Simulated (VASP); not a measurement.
# Bi2Te (I-42d) in VASP: single point with PBEsol

Aim: the single point of Bi2Te with PBEsol.

Program: VASP 6.6.1. These are calculated values, not measurements. Logs are shortened: lines on timing, memory, paths and dates and some standing lists are left out, and cuts for length are marked.

### Step 1. The cell of the first run

Symmetry: I-42d, No. 122, tetragonal system. The conventional cell has a = 8.016 Å, b = 8.016 Å, c = 6.349 Å, α = 90.00°, β = 90.00°, γ = 90.00°. Bi (site symmetry 2) has 4 Te at 3.17 to 4.01 Å and 8 Bi at 3.36 to 4.21 Å within 4.3 Å. Within 4.5 Å of Te (site symmetry -4) lie 12 Bi at 3.17 to 4.49 Å and 4 Te at 4.31 Å.

### Step 2. Single point, PBEsol

INCAR reads:

```
SYSTEM = Bi2Te
PREC     = Accurate       ! precision mode
ENCUT    = 520            ! plane-wave cutoff, eV
EDIFF    = 1E-7           ! SCF threshold, eV
ISMEAR   = 0              ! smearing method
SIGMA    = 0.1            ! smearing width, eV
LREAL    = .False.        ! projectors in reciprocal space
LASPH    = .True.         ! aspherical terms in the spheres
NELM     = 100            ! most SCF steps
ALGO     = Fast           ! electronic algorithm
ISIF     = 2              ! what is computed and relaxed
LWAVE    = .False.        ! write WAVECAR
LCHARG   = .False.        ! write CHGCAR
GGA      = PS             ! functional
NBANDS   = 45             ! bands
```

KPOINTS reads:

```
Automatic mesh
0
Gamma
  4 4 4
  0 0 0
```

POSCAR reads:

```
Bi2Te
1.0
   -4.0079070000      4.0079070000      3.1743210000
    4.0079070000     -4.0079070000      3.1743210000
    4.0079070000      4.0079070000     -3.1743210000
Bi Te
4 2
Direct
    0.3750000000      0.7024660000      0.8274660000
    0.8750000000      0.5475340000      0.1725340000
    0.2975340000      0.1250000000      0.6725340000
    0.4524660000      0.6250000000      0.3274660000
    0.0000000000      0.0000000000      0.0000000000
    0.7500000000      0.2500000000      0.5000000000
```

Potentials or basis: VASP PAW PBE potentials, release 64 (Bi_d, Te).

Command:

```sh
cat potpaw_PBE.64/Bi_d/POTCAR potpaw_PBE.64/Te/POTCAR > POTCAR
mpirun -np 1 vasp_std > vasp.out
```

OUTCAR:

```text
SYSTEM = Bi2Te
   PREC = Accurate
   ENCUT = 520
   EDIFF = 1E-7
   ISMEAR = 0
   LREAL = .False.
   LASPH = .True.
   NELM = 100
   ISIF = 2
   GGA = PS

 ion  position               nearest neighbor table
   1  0.375  0.702  0.827-   5 3.17   6 3.17   3 3.36   4 3.36   3 3.36   4 3.36
   2  0.875  0.548  0.173-   5 3.17   6 3.17   4 3.36   3 3.36   4 3.36   3 3.36
   3  0.298  0.125  0.673-   5 3.17   6 3.17   1 3.36   2 3.36   1 3.36   2 3.36
   4  0.452  0.625  0.327-   6 3.17   5 3.17   2 3.36   1 3.36   1 3.36   2 3.36
   5  0.000  0.000  0.000-   4 3.17   2 3.17   3 3.17   1 3.17
   6  0.750  0.250  0.500-   1 3.17   2 3.17   3 3.17   4 3.17

  LATTYP: Found a body centered tetragonal cell.
 ALAT       =     8.0158140000
 C/A-ratio  =     0.7920146351

  Lattice vectors:

 A1 = (  -4.0079070000,   4.0079070000,   3.1743210000)
 A2 = (   4.0079070000,  -4.0079070000,   3.1743210000)
 A3 = (   4.0079070000,   4.0079070000,  -3.1743210000)

Analysis of symmetry for initial positions (statically):
=====================================================================
 Subroutine PRICEL returns:
 Original cell was already a primitive cell.

 Routine SETGRP: Setting up the symmetry group for a
 body centered tetragonal supercell.

 Subroutine GETGRP returns: Found  8 space group operations
 (whereof  4 operations were pure point group operations)
 out of a pool of 16 trial point group operations.

The static configuration has the point symmetry S_4 .
 The point group associated with its full space group is D_2d.

Analysis of symmetry for dynamics (positions and initial velocities):
=====================================================================
 Subroutine PRICEL returns:
 Original cell was already a primitive cell.

 Routine SETGRP: Setting up the symmetry group for a
 body centered tetragonal supercell.

 Subroutine GETGRP returns: Found  8 space group operations
 (whereof  4 operations were pure point group operations)
 out of a pool of 16 trial point group operations.

The dynamic configuration has the point symmetry S_4 .
 The point group associated with its full space group is D_2d.

 Subroutine INISYM returns: Found  8 space group operations
 (whereof  4 operations are pure point group operations),
 and found     1 'primitive' translations

----------------------------------------------------------------------------------------

                                     Primitive cell

  volume of cell :     203.9605

  direct lattice vectors                    reciprocal lattice vectors
    -4.007907000  4.007907000  3.174321000     0.000000000  0.124753394  0.157514001
     4.007907000 -4.007907000  3.174321000     0.124753394  0.000000000  0.157514001
     4.007907000  4.007907000 -3.174321000     0.124753394  0.124753394  0.000000000

  length of vectors
     6.496379827  6.496379827  6.496379827     0.200932998  0.200932998  0.176427941

  position of ions in fractional coordinates (direct lattice)
     0.375000000  0.702466000  0.827466000
     0.875000000  0.547534000  0.172534000
     0.297534000  0.125000000  0.672534000
     0.452466000  0.625000000  0.327466000
     0.000000000  0.000000000  0.000000000
     0.750000000  0.250000000  0.500000000

  ion indices of the primitive-cell ions
   primitive index   ion index
                 1           1
                 2           2
                 3           3
                 4           4
                 5           5
                 6           6

----------------------------------------------------------------------------------------

 KPOINTS: Automatic mesh

Automatic generation of k-mesh.
 Grid dimensions read from file:
 generate k-points for:    4    4    4

 Generating k-lattice:

  Cartesian coordinates                     Fractional coordinates (reciprocal lattice)
     0.000000000  0.031188348  0.039378500     0.250000000  0.000000000  0.000000000
     0.031188348  0.000000000  0.039378500     0.000000000  0.250000000  0.000000000
     0.031188348  0.031188348  0.000000000     0.000000000  0.000000000  0.250000000

  Length of vectors
     0.050233249  0.050233249  0.044106985

  Shift w.r.t. Gamma in fractional coordinates (k-lattice)
     0.000000000  0.000000000  0.000000000

 Subroutine IBZKPT returns following result:
 ===========================================

 Found     13 irreducible k-points:

 Following reciprocal coordinates:
            Coordinates               Weight
  0.000000  0.000000  0.000000      1.000000
  0.250000  0.000000 -0.000000      8.000000
  0.500000  0.000000 -0.000000      4.000000
  0.250000  0.250000 -0.000000      8.000000
  0.500000  0.250000 -0.000000     16.000000
 -0.250000  0.250000  0.000000      4.000000
  0.500000  0.500000 -0.000000      2.000000
  0.250000  0.250000  0.250000      2.000000
 -0.250000  0.250000  0.250000      4.000000
  0.500000  0.500000  0.250000      4.000000
 -0.250000  0.500000  0.250000      8.000000
 -0.250000 -0.250000  0.250000      2.000000
  0.500000  0.500000  0.500000      1.000000
   k-points           NKPTS =     13   k-points in BZ     NKDIM =     13   number of bands    NBANDS=     45
   number of dos      NEDOS =    301   number of ions     NIONS =      6
   total plane-waves  NPLWV = 110592
   dimension x,y,z NGX =    48 NGY =   48 NGZ =   48
   dimension x,y,z NGXF=    96 NGYF=   96 NGZF=   96
   ions per type =               4   2
   NGX,Y,Z   is equivalent  to a cutoff of  12.28, 12.28, 12.28 a.u.
   NGXF,Y,Z  is equivalent  to a cutoff of  24.57, 24.57, 24.57 a.u.
 SYSTEM =  Bi2Te
   PREC   = accura    normal or accurate (medium, high low for compatibility)
   ISTART =      0    job   : 0-new  1-cont  2-samecut
   ICHARG =      2    charge: 1-file 2-atom 10-const
   ISPIN  =      1    spin polarized calculation?
   LNONCOLLINEAR =      F non collinear calculations
   LSORBIT =      F    spin-orbit coupling
   LASPH  =      T    aspherical Exc in radial PAW
   ENCUT  =  520.0 eV  38.22 Ry    6.18 a.u.  12.08 12.08 12.08*2*pi/ulx,y,z
   NELM   =    100;   NELMIN=  2; NELMDL= -5     # of ELM steps
   EDIFF  = 0.1E-06   stopping-criterion for ELM
   LREAL  =      F    real-space projection
   EDIFFG = 0.1E-05   stopping-criterion for IOM
   NSW    =      0    number of steps for IOM
   IBRION =     -1    ionic relax: 0-MD 1-quasi-New 2-CG
   NFREE  =      0    steps in history (QN), initial steepest desc. (CG)
   ISIF   =      2    stress and relaxation
   ISYM   =      2    0-nonsym 1-usesym 2-fastsym
   POTIM  = 0.5000    time-step for ionic-motion
   TEBEG  =    0.0;   TEEND  =   0.0 temperature during run
   PSTRESS=    0.0 pullay stress
   NELECT =      72.0000    total number of electrons
   NUPDOWN=      -1.0000    fix difference up-down
   EMIN   =  10.00;   EMAX   =-10.00  energy-range for DOS
   EFERMI =   0.00;   METHOD = LEGACY
   ISMEAR =     0;   SIGMA  =   0.10  broadening in eV -4-tet -1-fermi 0-gaus
   EFERMI_NEDOS =   21; number of points for ismear=-14 and -15
   IALGO  =     68    algorithm
   IMIX   =      4    mixing-type and parameters
     AMIX     =   0.40;   BMIX     =  1.00
     AMIX_MAG =   1.60;   BMIX_MAG =  1.00
  volume/ion in A,a.u.               =      33.99       229.40
  Fermi-wavevector in a.u.,A,eV,Ry     =   1.157010  2.186431 18.213728  1.338671
  Thomas-Fermi vector in A             =   2.293625
   LORBIT       =      0    0 simple, 1 ext, 2 COOP (PROOUT), +10 PAW based schemes
   GGA     = PS    functional components
   LHFCALC =     F    Hartree Fock is set to
   AEXX    =    0.0000 exact exchange contribution
   IVDW    =     0    specifies the selected vdW correction
   LEPSILON=     F    determine dielectric tensor
   LRPA    =     F    only Hartree local field effects (RPA)
 non-spin polarized calculation
 RMM-DIIS sequential band-by-band and
 Gauss-broadening in eV      SIGMA  =   0.10
  energy-cutoff  :      520.00
  volume of cell :      203.96
 maximum number of plane-waves:      5512
   NGX = 25   NGY = 25   NGZ = 25

 number of electron      71.9999989 magnetization

 Free energy of the ion-electron system (eV)
  ---------------------------------------------------
  ext. energy  EPLUGINS =         0.00000000
  ---------------------------------------------------
  free energy    TOTEN  =       -24.26887488 eV

  energy without entropy =      -24.25246434  energy(sigma->0) =      -24.26066961

 E-fermi :   6.3498     XC(G=0):  -9.7180

 val. band max:        6.3026644137   @ k =  -0.2500   0.2500   0.0000
 cond. band min:       6.3907626926   @ k =   0.5000   0.5000   0.2500
 fundamental gap:      0.0880982789
 Fermi energy:         6.3498152032

 k-point     1 :       0.0000    0.0000    0.0000
  band No.  band energies     occupation
      1     -16.6605      2.00000
      2     -16.6464      2.00000
      3     -16.6464      2.00000
      4     -16.6267      2.00000
      5     -16.6148      2.00000
      6     -16.6033      2.00000
[... 37 lines left out ...]
     44      11.0436      0.00000
     45      11.1117      0.00000

 k-point     2 :       0.2500    0.0000   -0.0000
  band No.  band energies     occupation
      1     -16.6570      2.00000
      2     -16.6430      2.00000
      3     -16.6390      2.00000
      4     -16.6297      2.00000
      5     -16.6100      2.00000
      6     -16.6028      2.00000
[... 37 lines left out ...]
     44      10.4333      0.00000
     45      11.7608      0.00000

 k-point     3 :       0.5000    0.0000   -0.0000
  band No.  band energies     occupation
      1     -16.6530      2.00000
      2     -16.6412      2.00000
      3     -16.6228      2.00000
      4     -16.6165      2.00000
      5     -16.6114      2.00000
      6     -16.6060      2.00000
[... 469 lines left out ...]
     44       8.8146      0.00000
     45      11.5839      0.00000

 k-point    13 :       0.5000    0.5000    0.5000
  band No.  band energies     occupation
      1     -16.6281      2.00000
      2     -16.6281      2.00000
      3     -16.6229      2.00000
      4     -16.6229      2.00000
      5     -16.6069      2.00000
      6     -16.6069      2.00000
[... 37 lines left out ...]
     44       8.6038      0.00000
     45      11.7440      0.00000

------------------------ aborting loop because EDIFF is reached ----------------------------------------

  FORCE on cell =-STRESS in cart. coord.  units (eV):
  Direction    XX          YY          ZZ          XY          YZ          ZX
  --------------------------------------------------------------------------------------
  -------------------------------------------------------------------------------------
  Total       -3.3147097     -3.3147097     -3.5308320      0.0000000      0.0000000      0.0000000
  in kB      -26.0381415    -26.0381415    -27.7358533      0.0000000      0.0000000      0.0000000
  external PRESSURE =     -26.6040454 kB  Pullay stress =       0.0000000 kB

 VOLUME and BASIS-vectors are now :
 -----------------------------------------------------------------------------
  energy-cutoff  :      520.00
  volume of cell :      203.96
      direct lattice vectors                 reciprocal lattice vectors
    -4.007907000  4.007907000  3.174321000     0.000000000  0.124753394  0.157514001
     4.007907000 -4.007907000  3.174321000     0.124753394  0.000000000  0.157514001
     4.007907000  4.007907000 -3.174321000     0.124753394  0.124753394  0.000000000

 POSITION                                       TOTAL-FORCE (eV/Angst)
 -----------------------------------------------------------------------------------
      4.62886      2.00395      0.79358        -0.120980      0.000000      0.000000
     -0.62095      2.00395      3.96790         0.120980      0.000000     -0.000000
      2.00395      3.38695     -0.79358        -0.000000      0.120980     -0.000000
      2.00395      0.62095      2.38074        -0.000000     -0.120980      0.000000
      0.00000      0.00000      0.00000        -0.000000      0.000000      0.000000
     -0.00000      4.00791      1.58716        -0.000000      0.000000      0.000000
 -----------------------------------------------------------------------------------
    total drift:                                0.000000      0.000000      0.000000

  FREE ENERGIE OF THE ION-ELECTRON SYSTEM (eV)
  ---------------------------------------------------
  free  energy   TOTEN  =       -24.2688748793 eV

  energy  without entropy=      -24.2524643374  energy(sigma->0) =      -24.26066961
```

It took 4.8 min on 1 thread of Intel Xeon 8259CL, shared host; peak memory 0.37 GiB.

What came out:

```yaml
Free_energy: -24.2689 eV
Pressure: -2.7 GPa
Largest_force: 0.121 eV/Å
Band_gap_on_the_k_mesh: zero (bands 36 and 37 overlap by 0.07 eV)
```

Forces on the atoms (eV/Å):
```
Bi  -0.121  0.000  0.000
Bi   0.121  0.000  0.000
Bi   0.000  0.121  0.000
Bi   0.000 -0.121  0.000
Te   0.000  0.000  0.000
Te   0.000  0.000  0.000
```

Stress tensor (GPa, compression positive):
```
-2.60  0.00  0.00
 0.00 -2.60  0.00
 0.00  0.00 -2.77
```

Caveat: the PAW data sets were made with another functional, which shifts forces and pressure a little; spin-orbit coupling is left out, which moves the levels of the heavy elements.

The gap in the log of VASP goes by the Fermi energy; the results here count the filled bands.